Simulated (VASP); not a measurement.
Input of a VASP 6.6.1 run:

File INCAR:

```
SYSTEM = CdAu
  ALGO = Fast
  EDIFF = 1E-8
  ENCUT = 520
  IBRION = 8
  ISIF = 2
  ISMEAR = -1
  LASPH = .TRUE.
  LCHARG = .FALSE.
  LREAL = .FALSE.
  LWAVE = .FALSE.
  NBANDS = 18
  NELM = 60
  NSW = 1
  PREC = Accurate
  SIGMA = 0.15
```

KPOINTS

```
k-points
0
G
  14 14 14
  0 0 0
```

POSCAR

```
CdAu
1.0
    3.2121675412      0.0000000000      0.0000000000
    0.0000000000      3.2121675412      0.0000000000
    0.0000000000      0.0000000000      3.2121675412
Cd Au
1 1
Direct
    0.5000000000      0.5000000000      0.5000000000
    0.0000000000      0.0000000000      0.0000000000
```

Potentials or basis: VASP PAW LDA potentials, release 64 (Cd, Au).

Launch:

```sh
$ cat potpaw_LDA.64/Cd/POTCAR potpaw_LDA.64/Au/POTCAR > POTCAR
$ mpirun -np 1 vasp_std > vasp.out
```

Q: What does it give for the highest phonon frequency at Γ?

A: 157 cm⁻¹.

Phonon frequencies in cm⁻¹ (negative: imaginary):
```
              q point        frequencies
(0.000, 0.000, 0.000)  0 0 0 157 157 157
```

Caveat: the cell stands under pressure or tension, which shifts response properties.
